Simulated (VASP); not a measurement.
# Be (Im-3m) in VASP: settings compared

Be is run at these levels: LDA, PBE; tasks: single point.

Everything below comes from runs of VASP 6.6.1. Logs are shortened: lines on timing, memory, paths and dates and some standing lists are left out, and cuts for length are marked.

### 1 The cell of the first run

It takes space group Im-3m (No. 229, cubic). The conventional cell has a = 2.461 Å, b = 2.461 Å, c = 2.461 Å, α = 90.00°, β = 90.00°, γ = 90.00°. Within 2.8 Å of Be (site symmetry m-3m) lie 14 Be at 2.13 to 2.46 Å.

### 2 Single point, LDA

The input, INCAR:

```
SYSTEM = Be
PREC     = Accurate       ! precision mode
ENCUT    = 520            ! plane-wave cutoff, eV
EDIFF    = 1E-6           ! SCF threshold, eV
ISMEAR   = 0              ! smearing method
SIGMA    = 0.01           ! smearing width, eV
LREAL    = .FALSE.        ! projectors in reciprocal space
LASPH    = .TRUE.         ! aspherical terms in the spheres
NELM     = 80             ! most SCF steps
ALGO     = Normal         ! electronic algorithm
ISIF     = 2              ! what is computed and relaxed
LWAVE    = .FALSE.        ! write WAVECAR
LCHARG   = .FALSE.        ! write CHGCAR
NBANDS   = 7              ! bands
```

The input, KPOINTS:

```
Automatic mesh
0
G
  15 15 15
  0 0 0
```

The input, POSCAR:

```
Be
1.0
   -1.2305778250      1.2305778250      1.2305778250
    1.2305778250     -1.2305778250      1.2305778250
    1.2305778250      1.2305778250     -1.2305778250
Be
1
Direct
    0.0000000000      0.0000000000      0.0000000000
```

Potentials or basis: VASP PAW LDA potentials, release 64 (Be).

Command:

```
$ cat potpaw_LDA.64/Be/POTCAR > POTCAR
$ mpirun -np 1 vasp_std > vasp.out
```

OUTCAR:

```text
SYSTEM = Be
   PREC = Accurate
   ENCUT = 520
   EDIFF = 1E-6
   ISMEAR = 0
   LREAL = .FALSE.
   LASPH = .TRUE.
   NELM = 80
   ISIF = 2

 ion  position               nearest neighbor table
   1  0.000  0.000  0.000-

  LATTYP: Found a body centered cubic cell.
 ALAT       =     2.4611556500

  Lattice vectors:

 A1 = (  -1.2305778250,   1.2305778250,   1.2305778250)
 A2 = (   1.2305778250,  -1.2305778250,   1.2305778250)
 A3 = (   1.2305778250,   1.2305778250,  -1.2305778250)

Analysis of symmetry for initial positions (statically):
=====================================================================
 Subroutine PRICEL returns:
 Original cell was already a primitive cell.

 Routine SETGRP: Setting up the symmetry group for a
 body centered cubic supercell.

 Subroutine GETGRP returns: Found 48 space group operations
 (whereof 48 operations were pure point group operations)
 out of a pool of 48 trial point group operations.

The static configuration has the point symmetry O_h .

Analysis of symmetry for dynamics (positions and initial velocities):
=====================================================================
 Subroutine PRICEL returns:
 Original cell was already a primitive cell.

 Routine SETGRP: Setting up the symmetry group for a
 body centered cubic supercell.

 Subroutine GETGRP returns: Found 48 space group operations
 (whereof 48 operations were pure point group operations)
 out of a pool of 48 trial point group operations.

The dynamic configuration has the point symmetry O_h .

 Subroutine INISYM returns: Found 48 space group operations
 (whereof 48 operations are pure point group operations),
 and found     1 'primitive' translations

----------------------------------------------------------------------------------------

                                     Primitive cell

  volume of cell :       7.4540

  direct lattice vectors                    reciprocal lattice vectors
    -1.230577825  1.230577825  1.230577825     0.000000000  0.406313189  0.406313189
     1.230577825 -1.230577825  1.230577825     0.406313189  0.000000000  0.406313189
     1.230577825  1.230577825 -1.230577825     0.406313189  0.406313189  0.000000000

  length of vectors
     2.131423316  2.131423316  2.131423316     0.574613622  0.574613622  0.574613622

  position of ions in fractional coordinates (direct lattice)
     0.000000000  0.000000000  0.000000000

  ion indices of the primitive-cell ions
   primitive index   ion index
                 1           1

----------------------------------------------------------------------------------------

 KPOINTS: Automatic mesh

Automatic generation of k-mesh.
 Grid dimensions read from file:
 generate k-points for:   15   15   15

 Generating k-lattice:

  Cartesian coordinates                     Fractional coordinates (reciprocal lattice)
     0.000000000  0.027087546  0.027087546     0.066666667  0.000000000  0.000000000
     0.027087546  0.000000000  0.027087546     0.000000000  0.066666667  0.000000000
     0.027087546  0.027087546  0.000000000     0.000000000  0.000000000  0.066666667

  Length of vectors
     0.038307575  0.038307575  0.038307575

  Shift w.r.t. Gamma in fractional coordinates (k-lattice)
     0.000000000  0.000000000  0.000000000

 Subroutine IBZKPT returns following result:
 ===========================================

 Found    120 irreducible k-points:

 Following reciprocal coordinates:
            Coordinates               Weight
  0.000000  0.000000  0.000000      1.000000
  0.066667  0.000000  0.000000     12.000000
  0.133333  0.000000  0.000000     12.000000
  0.200000  0.000000  0.000000     12.000000
  0.266667  0.000000  0.000000     12.000000
  0.333333  0.000000  0.000000     12.000000
[... 16 lines left out ...]
  0.333333  0.200000  0.000000     48.000000
  0.400000  0.200000  0.000000     24.000000
 [... further k-points ...]
   k-points           NKPTS =    120   k-points in BZ     NKDIM =    120   number of bands    NBANDS=      7
   number of dos      NEDOS =    301   number of ions     NIONS =      1
   total plane-waves  NPLWV =   4096
   dimension x,y,z NGX =    16 NGY =   16 NGZ =   16
   dimension x,y,z NGXF=    32 NGYF=   32 NGZF=   32
   ions per type =               1
   NGX,Y,Z   is equivalent  to a cutoff of  12.48, 12.48, 12.48 a.u.
   NGXF,Y,Z  is equivalent  to a cutoff of  24.96, 24.96, 24.96 a.u.
 SYSTEM =  Be
   PREC   = accura    normal or accurate (medium, high low for compatibility)
   ISTART =      0    job   : 0-new  1-cont  2-samecut
   ICHARG =      2    charge: 1-file 2-atom 10-const
   ISPIN  =      1    spin polarized calculation?
   LNONCOLLINEAR =      F non collinear calculations
   LSORBIT =      F    spin-orbit coupling
   LASPH  =      T    aspherical Exc in radial PAW
   ENCUT  =  520.0 eV  38.22 Ry    6.18 a.u.   3.96  3.96  3.96*2*pi/ulx,y,z
   NELM   =     80;   NELMIN=  2; NELMDL= -5     # of ELM steps
   EDIFF  = 0.1E-05   stopping-criterion for ELM
   LREAL  =      F    real-space projection
   EDIFFG = 0.1E-04   stopping-criterion for IOM
   NSW    =      0    number of steps for IOM
   IBRION =     -1    ionic relax: 0-MD 1-quasi-New 2-CG
   NFREE  =      0    steps in history (QN), initial steepest desc. (CG)
   ISIF   =      2    stress and relaxation
   ISYM   =      2    0-nonsym 1-usesym 2-fastsym
   POTIM  = 0.5000    time-step for ionic-motion
   TEBEG  =    0.0;   TEEND  =   0.0 temperature during run
   PSTRESS=    0.0 pullay stress
   NELECT =       2.0000    total number of electrons
   NUPDOWN=      -1.0000    fix difference up-down
   EMIN   =  10.00;   EMAX   =-10.00  energy-range for DOS
   EFERMI =   0.00;   METHOD = LEGACY
   ISMEAR =     0;   SIGMA  =   0.01  broadening in eV -4-tet -1-fermi 0-gaus
   EFERMI_NEDOS =   21; number of points for ismear=-14 and -15
   IALGO  =     38    algorithm
   IMIX   =      4    mixing-type and parameters
     AMIX     =   0.40;   BMIX     =  1.00
     AMIX_MAG =   1.60;   BMIX_MAG =  1.00
  volume/ion in A,a.u.               =       7.45        50.30
  Fermi-wavevector in a.u.,A,eV,Ry     =   1.055899  1.995360 15.169447  1.114923
  Thomas-Fermi vector in A             =   2.191115
   LORBIT       =      0    0 simple, 1 ext, 2 COOP (PROOUT), +10 PAW based schemes
   GGA     = CA    functional components
   LHFCALC =     F    Hartree Fock is set to
   AEXX    =    0.0000 exact exchange contribution
   IVDW    =     0    specifies the selected vdW correction
   LEPSILON=     F    determine dielectric tensor
   LRPA    =     F    only Hartree local field effects (RPA)
 non-spin polarized calculation
 Gauss-broadening in eV      SIGMA  =   0.01
  energy-cutoff  :      520.00
  volume of cell :        7.45
 maximum number of plane-waves:       212
   NGX =  7   NGY =  7   NGZ =  7

 number of electron       2.0000000 magnetization

 Free energy of the ion-electron system (eV)
  ---------------------------------------------------
  ext. energy  EPLUGINS =         0.00000000
  ---------------------------------------------------
  free energy    TOTEN  =        -4.11177274 eV

  energy without entropy =       -4.11174732  energy(sigma->0) =       -4.11176003

 E-fermi :   8.0082     XC(G=0): -10.8231

 val. band max:        7.9454490997   @ k =  -0.3333  -0.4000   0.0667
 cond. band min:       8.0104499545   @ k =   0.2667   0.2667   0.2000
 fundamental gap:      0.0650008548
 Fermi energy:         8.0081968348

 k-point     1 :       0.0000    0.0000    0.0000
  band No.  band energies     occupation
      1      -4.2656      2.00000
      2      27.9916      0.00000
      3      27.9916      0.00000
      4      27.9916      0.00000
      5      39.9548      0.00000
      6      39.9548      0.00000
      7      39.9548      0.00000

 k-point     2 :       0.0667    0.0000    0.0000
  band No.  band energies     occupation
      1      -4.1094      2.00000
      2      27.2209      0.00000
      3      27.3681      0.00000
      4      27.8073      0.00000
      5      37.9676      0.00000
      6      38.2288      0.00000
      7      41.0034      0.00000

 k-point     3 :       0.1333    0.0000    0.0000
  band No.  band energies     occupation
      1      -3.6405      2.00000
      2      24.8755      0.00000
      3      25.9597      0.00000
      4      27.2808      0.00000
      5      35.6068      0.00000
      6      35.8056      0.00000
      7      40.2906      0.00000

 k-point     4 :       0.2000    0.0000    0.0000
  band No.  band energies     occupation
      1      -2.8589      2.00000
      2      21.4514      0.00000
      3      24.3973      0.00000
      4      26.5131      0.00000
      5      33.6786      0.00000
      6      34.6237      0.00000
      7      40.2445      0.00000

 k-point     5 :       0.2667    0.0000    0.0000
  band No.  band energies     occupation
      1      -1.7704      2.00000
      2      17.7522      0.00000
      3      22.9959      0.00000
      4      25.6706      0.00000
      5      31.9519      0.00000
      6      34.4769      0.00000
      7      40.9611      0.00000

 k-point     6 :       0.3333    0.0000    0.0000
  band No.  band energies     occupation
      1      -0.4013      2.00000
      2      14.2448      0.00000
      3      21.8862      0.00000
      4      24.9142      0.00000
      5      30.6490      0.00000
      6      34.7549      0.00000
      7      42.2679      0.00000

 k-point     7 :       0.4000    0.0000    0.0000
  band No.  band energies     occupation
      1       1.1481      2.00000
      2      11.2106      0.00000
      3      21.1258      0.00000
      4      24.3572      0.00000
      5      29.7779      0.00000
      6      35.1828      0.00000
      7      43.9296      0.00000
[... 121 lines left out ...]
 k-point    20 :       0.4000    0.1333    0.0000
  band No.  band energies     occupation
      1       3.0911      2.00000
      2       9.1460      0.00000
      3      18.4130      0.00000
      4      22.1061      0.00000
      5      33.7422      0.00000
      6      36.3627      0.00000
      7      45.2916      0.00000

 k-point    21 :       0.2000    0.2000    0.0000
  band No.  band energies     occupation
      1      -0.0398      2.00000
      2      15.4210      0.00000
      3      18.3112      0.00000
      4      23.0247      0.00000
      5      34.8513      0.00000
      6      35.8975      0.00000
      7      42.7678      0.00000

 k-point    22 :       0.2667    0.2000   -0.0000
  band No.  band energies     occupation
      1       1.4922      2.00000
      2      12.5701      0.00000
      3      17.0358      0.00000
      4      22.3350      0.00000
      5      35.4381      0.00000
      6      36.5480      0.00000
      7      44.2795      0.00000

 k-point    23 :       0.3333    0.2000    0.0000
  band No.  band energies     occupation
      1       3.1566      2.00000
      2       9.9548      0.00000
      3      16.3758      0.00000
      4      21.9088      0.00000
      5      35.7644      0.00000
      6      37.3709      0.00000
      7      44.1016      0.00000

 k-point    24 :       0.4000    0.2000    0.0000
  band No.  band energies     occupation
      1       4.1490      2.00000
      2       8.6283      0.00000
      3      16.1656      0.00000
      4      21.7643      0.00000
      5      35.8247      0.00000
      6      37.9197      0.00000
      7      43.2458      0.00000

 [... further k-points ...]
[... 5 lines left out ...]
  --------------------------------------------------------------------------------------
  -------------------------------------------------------------------------------------
  Total        0.0254272      0.0254272      0.0254272      0.0000000      0.0000000     -0.0000000
  in kB        5.4653952      5.4653952      5.4653952      0.0000000      0.0000000     -0.0000000
  external PRESSURE =       5.4653952 kB  Pullay stress =       0.0000000 kB

 VOLUME and BASIS-vectors are now :
 -----------------------------------------------------------------------------
  energy-cutoff  :      520.00
  volume of cell :        7.45
      direct lattice vectors                 reciprocal lattice vectors
    -1.230577825  1.230577825  1.230577825     0.000000000  0.406313189  0.406313189
     1.230577825 -1.230577825  1.230577825     0.406313189  0.000000000  0.406313189
     1.230577825  1.230577825 -1.230577825     0.406313189  0.406313189  0.000000000

 POSITION                                       TOTAL-FORCE (eV/Angst)
 -----------------------------------------------------------------------------------
      0.00000      0.00000      0.00000         0.000000      0.000000      0.000000
 -----------------------------------------------------------------------------------
    total drift:                               -0.000000     -0.000000      0.000000

  FREE ENERGIE OF THE ION-ELECTRON SYSTEM (eV)
  ---------------------------------------------------
  free  energy   TOTEN  =        -4.1117727424 eV

  energy  without entropy=       -4.1117473195  energy(sigma->0) =       -4.11176003
```

Wall time 2 s (1 thread of Intel Xeon Platinum 8488C (Sapphire Rapids), shared host); peak memory 0.11 GiB.

Results:

```yaml
Free_energy: -4.1118 eV
Pressure: 0.5 GPa
Band_gap_on_the_k_mesh: zero (band 1 reaches 11.25 eV, above the bottom of band 2 at 6.70 eV)
```

### 3 Single point, PBE

This run uses another cell than the first one, of 7.87 Å³/atom, 1.056 times its volume.

The input, INCAR:

```
  PREC = Accurate
  ENCUT = 520
  EDIFF = 1E-6
  ISMEAR = 0
  SIGMA = 0.02
  LREAL = False
  LASPH = True
  NELM = 100
  ALGO = Normal
  ISIF = 2
  LWAVE = False
  LCHARG = False
  GGA = PE
  NBANDS = 7
```

The input, KPOINTS:

```
regular mesh
0
Gamma
  15 15 15
```

The input, POSCAR:

```
Be
1.0
   -1.2531209513      1.2531209513      1.2531209513
    1.2531209513     -1.2531209513      1.2531209513
    1.2531209513      1.2531209513     -1.2531209513
Be
1
Direct
    0.0000000000      0.0000000000      0.0000000000
```

Potentials or basis: VASP PAW PBE potentials, release 64 (Be).

Command:

```
$ cat potpaw_PBE.64/Be/POTCAR > POTCAR
$ mpirun -np 1 vasp_std > vasp.out
```

OUTCAR:

```text
PREC = Accurate
   ENCUT = 520
   EDIFF = 1E-6
   ISMEAR = 0
   LREAL = False
   LASPH = True
   NELM = 100
   ISIF = 2
   GGA = PE

 ion  position               nearest neighbor table
   1  0.000  0.000  0.000-

  LATTYP: Found a body centered cubic cell.
 ALAT       =     2.5062419026

  Lattice vectors:

 A1 = (  -1.2531209513,   1.2531209513,   1.2531209513)
 A2 = (   1.2531209513,  -1.2531209513,   1.2531209513)
 A3 = (   1.2531209513,   1.2531209513,  -1.2531209513)

[... 409 lines left out ...]
 k-point    24 :       0.4000    0.2000   -0.0000
  band No.  band energies     occupation
      1       4.1006      2.00000
      2       8.2794      0.00000
      3      15.5169      0.00000
      4      21.1515      0.00000
      5      34.5206      0.00000
      6      36.7321      0.00000
      7      41.8135      0.00000

 [... further k-points ...]
[... 5 lines left out ...]
  --------------------------------------------------------------------------------------
  -------------------------------------------------------------------------------------
  Total       -0.0342010     -0.0342010     -0.0342010      0.0000000     -0.0000000     -0.0000000
  in kB       -6.9616145     -6.9616145     -6.9616145      0.0000000     -0.0000000     -0.0000000
  external PRESSURE =      -6.9616145 kB  Pullay stress =       0.0000000 kB

 VOLUME and BASIS-vectors are now :
 -----------------------------------------------------------------------------
  energy-cutoff  :      520.00
  volume of cell :        7.87
      direct lattice vectors                 reciprocal lattice vectors
    -1.253120951  1.253120951  1.253120951     0.000000000  0.399003783  0.399003783
     1.253120951 -1.253120951  1.253120951     0.399003783  0.000000000  0.399003783
     1.253120951  1.253120951 -1.253120951     0.399003783  0.399003783  0.000000000

 POSITION                                       TOTAL-FORCE (eV/Angst)
 -----------------------------------------------------------------------------------
      0.00000      0.00000      0.00000        -0.000000      0.000000      0.000000
 -----------------------------------------------------------------------------------
    total drift:                               -0.000000     -0.000000     -0.000000

  FREE ENERGIE OF THE ION-ELECTRON SYSTEM (eV)
  ---------------------------------------------------
  free  energy   TOTEN  =        -3.6648635963 eV

  energy  without entropy=       -3.6648127194  energy(sigma->0) =       -3.66483816
```

It took 2 s on 1 thread of Intel Xeon Platinum 8488C (Sapphire Rapids), shared host; peak memory 0.11 GiB.

What came out:

```yaml
Free_energy: -3.6649 eV
Pressure: -0.7 GPa
Band_gap_on_the_k_mesh: zero (band 1 reaches 10.98 eV, above the bottom of band 2 at 6.57 eV)
```

Levels at points of the mesh, in eV from the Fermi level:
```tsv
k point	band 1	band 2	band 3	band 4	band 5
(0.00, 0.00, 0.00)	-12.14	19.44	19.44	19.44	30.80
```
